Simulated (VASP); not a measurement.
# Pd (Fm-3m) in VASP: notebook, part 2 of 2

VASP 6.6.1. The steps go on from the part before.

### 4 Single point, r2SCAN

The input, POSCAR:

```
Pd
1.0
    0.0000000000      1.9558504373      1.9558504373
    1.9558504373      0.0000000000      1.9558504373
    1.9558504373      1.9558504373      0.0000000000
Pd
1
Direct
    0.0000000000      0.0000000000      0.0000000000
```

The input, INCAR.step1:

```
ALGO = Normal
EDIFF = 1E-4
ENCUT = 520
GGA = PE
ISMEAR = -1
LASPH = T
LCHARG = F
LREAL = F
LWAVE = T
NBANDS = 11
NELM = 80
PREC = Accurate
SIGMA = 0.1
```

The input, INCAR.step2:

```
ALGO = Normal
EDIFF = 1E-6
ENCUT = 520
ISIF = 2
ISMEAR = -1
ISTART = 1
LASPH = T
LCHARG = F
LMIXTAU = T
LREAL = F
LWAVE = F
METAGGA = R2SCAN
NBANDS = 11
NELM = 80
PREC = Accurate
SIGMA = 0.1
```

The input, KPOINTS:

```
k-points
0
Gamma
  14 14 14
```

Potentials or basis: VASP PAW PBE potentials, release 64 (Pd).

Launch:

```bash
$ cat potpaw_PBE.64/Pd/POTCAR > POTCAR
$ cp INCAR.step1 INCAR
$ mpirun -np 1 vasp_std > vasp.out
$ cp INCAR.step2 INCAR
$ mpirun -np 1 vasp_std > vasp.out
```

OUTCAR:

```text
EDIFF = 1E-6
   ENCUT = 520
   ISIF = 2
   ISMEAR = -1
   ISTART = 1
   LASPH = T
   LREAL = F
   METAGGA = R2SCAN
   NELM = 80
   PREC = Accurate

 ion  position               nearest neighbor table
   1  0.000  0.000  0.000-

  LATTYP: Found a face centered cubic cell.
 ALAT       =     3.9117008746

  Lattice vectors:

 A1 = (   0.0000000000,   1.9558504373,   1.9558504373)
 A2 = (   1.9558504373,   0.0000000000,   1.9558504373)
 A3 = (   1.9558504373,   1.9558504373,   0.0000000000)

Analysis of symmetry for initial positions (statically):
=====================================================================
 Subroutine PRICEL returns:
 Original cell was already a primitive cell.

 Routine SETGRP: Setting up the symmetry group for a
 face centered cubic supercell.

 Subroutine GETGRP returns: Found 48 space group operations
 (whereof 48 operations were pure point group operations)
 out of a pool of 48 trial point group operations.

The static configuration has the point symmetry O_h .

Analysis of symmetry for dynamics (positions and initial velocities):
=====================================================================
 Subroutine PRICEL returns:
 Original cell was already a primitive cell.

 Routine SETGRP: Setting up the symmetry group for a
 face centered cubic supercell.

 Subroutine GETGRP returns: Found 48 space group operations
 (whereof 48 operations were pure point group operations)
 out of a pool of 48 trial point group operations.

The dynamic configuration has the point symmetry O_h .

 Subroutine INISYM returns: Found 48 space group operations
 (whereof 48 operations are pure point group operations),
 and found     1 'primitive' translations

----------------------------------------------------------------------------------------

                                     Primitive cell

  volume of cell :      14.9636

  direct lattice vectors                    reciprocal lattice vectors
     0.000000000  1.955850437  1.955850437    -0.255643269  0.255643269  0.255643269
     1.955850437  0.000000000  1.955850437     0.255643269 -0.255643269  0.255643269
     1.955850437  1.955850437  0.000000000     0.255643269  0.255643269 -0.255643269

  length of vectors
     2.765990214  2.765990214  2.765990214     0.442787131  0.442787131  0.442787131

  position of ions in fractional coordinates (direct lattice)
     0.000000000  0.000000000  0.000000000

  ion indices of the primitive-cell ions
   primitive index   ion index
                 1           1

----------------------------------------------------------------------------------------

 KPOINTS: k-points

Automatic generation of k-mesh.
 Grid dimensions read from file:
 generate k-points for:   14   14   14

 Generating k-lattice:

  Cartesian coordinates                     Fractional coordinates (reciprocal lattice)
    -0.018260234  0.018260234  0.018260234     0.071428571  0.000000000  0.000000000
     0.018260234 -0.018260234  0.018260234     0.000000000  0.071428571  0.000000000
     0.018260234  0.018260234 -0.018260234     0.000000000  0.000000000  0.071428571

  Length of vectors
     0.031627652  0.031627652  0.031627652

  Shift w.r.t. Gamma in fractional coordinates (k-lattice)
     0.000000000  0.000000000  0.000000000

 Subroutine IBZKPT returns following result:
 ===========================================

 Found    104 irreducible k-points:

 Following reciprocal coordinates:
            Coordinates               Weight
  0.000000  0.000000  0.000000      1.000000
  0.071429  0.000000  0.000000      8.000000
  0.142857  0.000000  0.000000      8.000000
  0.214286  0.000000  0.000000      8.000000
  0.285714  0.000000  0.000000      8.000000
  0.357143  0.000000  0.000000      8.000000
[... 16 lines left out ...]
  0.214286  0.142857  0.000000     24.000000
  0.285714  0.142857  0.000000     24.000000
 [... further k-points ...]
   k-points           NKPTS =    104   k-points in BZ     NKDIM =    104   number of bands    NBANDS=     11
   number of dos      NEDOS =    301   number of ions     NIONS =      1
   total plane-waves  NPLWV =  13824
   dimension x,y,z NGX =    24 NGY =   24 NGZ =   24
   dimension x,y,z NGXF=    48 NGYF=   48 NGZF=   48
   ions per type =               1
   NGX,Y,Z   is equivalent  to a cutoff of  14.42, 14.42, 14.42 a.u.
   NGXF,Y,Z  is equivalent  to a cutoff of  28.85, 28.85, 28.85 a.u.
 SYSTEM =  unknown system
   PREC   = accura    normal or accurate (medium, high low for compatibility)
   ISTART =      1    job   : 0-new  1-cont  2-samecut
   ICHARG =      0    charge: 1-file 2-atom 10-const
   ISPIN  =      1    spin polarized calculation?
   LNONCOLLINEAR =      F non collinear calculations
   LSORBIT =      F    spin-orbit coupling
   LASPH  =      T    aspherical Exc in radial PAW
   ENCUT  =  520.0 eV  38.22 Ry    6.18 a.u.   5.14  5.14  5.14*2*pi/ulx,y,z
   NELM   =     80;   NELMIN=  2; NELMDL=  0     # of ELM steps
   EDIFF  = 0.1E-05   stopping-criterion for ELM
   LREAL  =      F    real-space projection
   EDIFFG = 0.1E-04   stopping-criterion for IOM
   NSW    =      0    number of steps for IOM
   IBRION =     -1    ionic relax: 0-MD 1-quasi-New 2-CG
   NFREE  =      0    steps in history (QN), initial steepest desc. (CG)
   ISIF   =      2    stress and relaxation
   ISYM   =      2    0-nonsym 1-usesym 2-fastsym
   POTIM  = 0.5000    time-step for ionic-motion
   TEBEG  =    0.0;   TEEND  =   0.0 temperature during run
   PSTRESS=    0.0 pullay stress
   NELECT =      10.0000    total number of electrons
   NUPDOWN=      -1.0000    fix difference up-down
   EMIN   =  10.00;   EMAX   =-10.00  energy-range for DOS
   EFERMI =   0.00;   METHOD = LEGACY
   ISMEAR =    -1;   SIGMA  =   0.10  broadening in eV -4-tet -1-fermi 0-gaus
   EFERMI_NEDOS =   21; number of points for ismear=-14 and -15
   IALGO  =     38    algorithm
   IMIX   =      4    mixing-type and parameters
     AMIX     =   0.40;   BMIX     =  1.00
     AMIX_MAG =   1.60;   BMIX_MAG =  1.00
  volume/ion in A,a.u.               =      14.96       100.98
  Fermi-wavevector in a.u.,A,eV,Ry     =   1.431295  2.704756 27.872973  2.048606
  Thomas-Fermi vector in A             =   2.551047
   LORBIT       =      0    0 simple, 1 ext, 2 COOP (PROOUT), +10 PAW based schemes
   METAGGA = R2SCAN    functional components
   LHFCALC =     F    Hartree Fock is set to
   AEXX    =    0.0000 exact exchange contribution
   IVDW    =     0    specifies the selected vdW correction
   LEPSILON=     F    determine dielectric tensor
   LRPA    =     F    only Hartree local field effects (RPA)
 non-spin polarized calculation
  energy-cutoff  :      520.00
  volume of cell :       14.96
 maximum number of plane-waves:       415
 NGX is ok and might be reduce to    24
   NGX = 11   NGY = 11   NGZ = 11

 number of electron       9.9999998 magnetization

 Free energy of the ion-electron system (eV)
  ---------------------------------------------------
  ext. energy  EPLUGINS =         0.00000000
  ---------------------------------------------------
  free energy    TOTEN  =       -22.97497369 eV

  energy without entropy =      -22.90795860  energy(sigma->0) =      -22.94146615

 E-fermi :   9.4011     XC(G=0): -14.0256

 val. band max:        9.3933991860   @ k =   0.3571   0.1429   0.0000
 cond. band min:       9.4055991869   @ k =   0.5000   0.2143   0.0000
 fundamental gap:      0.0122000009
 Fermi energy:         9.4011274342

 k-point     1 :       0.0000    0.0000    0.0000
  band No.  band energies     occupation
      1       2.2939      2.00000
      2       6.5212      2.00000
      3       6.5212      2.00000
      4       6.5212      2.00000
      5       8.0951      2.00000
      6       8.0951      2.00000
      7      27.3854      0.00000
      8      31.8770      0.00000
      9      32.2853      0.00000
     10      32.2853      0.00000
     11      32.2853      0.00000

 k-point     2 :       0.0714    0.0000    0.0000
  band No.  band energies     occupation
      1       2.4830      2.00000
      2       6.4567      2.00000
      3       6.5856      2.00000
      4       6.5856      2.00000
      5       8.0657      2.00000
      6       8.0657      2.00000
      7      27.5698      0.00000
      8      31.0632      0.00000
      9      31.9043      0.00000
     10      32.4917      0.00000
     11      32.4917      0.00000
[... 295 lines left out ...]
 k-point    24 :       0.2857    0.1429    0.0000
  band No.  band energies     occupation
      1       4.4042      2.00000
      2       5.7664      2.00000
      3       6.8106      2.00000
      4       7.2442      2.00000
      5       8.3179      1.99996
      6       8.6819      1.99850
      7      25.3583      0.00000
      8      28.7941      0.00000
      9      29.9337      0.00000
     10      31.7086      0.00000
     11      32.0892      0.00000

 [... further k-points ...]
[... 5 lines left out ...]
  --------------------------------------------------------------------------------------
  -------------------------------------------------------------------------------------
  Total        0.0626635      0.0626635      0.0626635      0.0000000      0.0000000     -0.0000000
  in kB        6.7094708      6.7094708      6.7094708      0.0000000      0.0000000     -0.0000000
  external PRESSURE =       6.7094708 kB  Pullay stress =       0.0000000 kB

 VOLUME and BASIS-vectors are now :
 -----------------------------------------------------------------------------
  energy-cutoff  :      520.00
  volume of cell :       14.96
      direct lattice vectors                 reciprocal lattice vectors
     0.000000000  1.955850437  1.955850437    -0.255643269  0.255643269  0.255643269
     1.955850437  0.000000000  1.955850437     0.255643269 -0.255643269  0.255643269
     1.955850437  1.955850437  0.000000000     0.255643269  0.255643269 -0.255643269

 POSITION                                       TOTAL-FORCE (eV/Angst)
 -----------------------------------------------------------------------------------
      0.00000      0.00000      0.00000        -0.000000      0.000000      0.000000
 -----------------------------------------------------------------------------------
    total drift:                               -0.000000      0.000000     -0.000000

  FREE ENERGIE OF THE ION-ELECTRON SYSTEM (eV)
  ---------------------------------------------------
  free  energy   TOTEN  =       -22.9749736914 eV

  energy  without entropy=      -22.9079585998  energy(sigma->0) =      -22.94146615
```

OUTCAR.step1:

```text
EDIFF = 1E-4
   ENCUT = 520
   GGA = PE
   ISMEAR = -1
   LASPH = T
   LREAL = F
[... 552 lines left out ...]

 POSITION                                       TOTAL-FORCE (eV/Angst)
 -----------------------------------------------------------------------------------
      0.00000      0.00000      0.00000         0.000000      0.000000      0.000000
 -----------------------------------------------------------------------------------
    total drift:                               -0.000000      0.000000     -0.000000

  FREE ENERGIE OF THE ION-ELECTRON SYSTEM (eV)
  ---------------------------------------------------
  free  energy   TOTEN  =        -5.2440189306 eV

  energy  without entropy=       -5.1737700890  energy(sigma->0) =       -5.20889451
```

It took 86 s on 1 thread of Intel Xeon Platinum 8259CL at 2.50GHz (Skylake/Cascade Lake), shared host; peak memory 0.15 GiB.

What came out:

```
Free energy            : -22.9750 eV
Pressure               : 0.7 GPa
Band gap on the k mesh : zero (band 5 reaches 9.67 eV, above the bottom of band 6 at 8.03 eV)
```

Caveat: the PAW data sets were made with another functional, which shifts forces and pressure a little.

### 5 Single point, r2SCAN (volume scaled by 0.88)

The input, POSCAR:

```
Pd
1.0
    0.0000000000      1.8742601246      1.8742601246
    1.8742601246      0.0000000000      1.8742601246
    1.8742601246      1.8742601246      0.0000000000
Pd
1
Direct
    0.0000000000      0.0000000000      0.0000000000
```

INCAR.step1 is that of step 4.

INCAR.step2 is that of step 4.

The input, KPOINTS:

```
k-points
0
Gamma
  23 23 23
```

Launch:

```bash
$ cat potpaw_PBE.64/Pd/POTCAR > POTCAR
$ cp INCAR.step1 INCAR
$ mpirun -np 1 vasp_std > vasp.out
$ cp INCAR.step2 INCAR
$ mpirun -np 1 vasp_std > vasp.out
```

Wall time 3.9 min (1 thread of Intel Xeon Platinum 8259CL at 2.50GHz (Skylake/Cascade Lake), shared host); peak memory 0.17 GiB.

It converged, with:

- Free energy: -22.8082 eV
- Pressure: 34.4 GPa
- Band gap on the k mesh: zero (band 5 reaches 12.03 eV, above the bottom of band 6 at 10.01 eV)

Levels at points of the mesh, in eV from the Fermi level:
```
           k point  band 3  band 4  band 5  band 6  band 7  band 8
(0.00, 0.00, 0.00)   -3.53   -3.53   -1.58   -1.58   18.00   22.06
```

Caveat: the PAW data sets were made with another functional, which shifts forces and pressure a little.

### 6 The runs side by side

| cell | k mesh | gap on the mesh (eV) | pressure (GPa) |
| --- | --- | --- | --- |
| a = 2.766 Å, angles 60.0°, 1 atom | 20 × 20 × 20 | none | 0.5 |
| a = 2.766 Å, angles 60.0°, 1 atom | 23 × 23 × 23 | none | 0.5 |
| a = 2.766 Å, angles 60.0°, 1 atom | 14 × 14 × 14 | none | 0.7 |
| a = 2.651 Å, angles 60.0°, 1 atom | 23 × 23 × 23 | none | 34.4 |

Alike in all rows: task single point; level r2SCAN; potentials or basis VASP PAW PBE potentials, release 64 (Pd); no spin polarisation; cutoff (eV) 520; smearing fermi-dirac 0.1 eV.

Every run on the cell as given and a fine mesh finds a metal.

Caveats: the PAW data sets were made with another functional, which shifts forces and pressure a little.

Absolute energies hang on the potentials; compare differences alone.
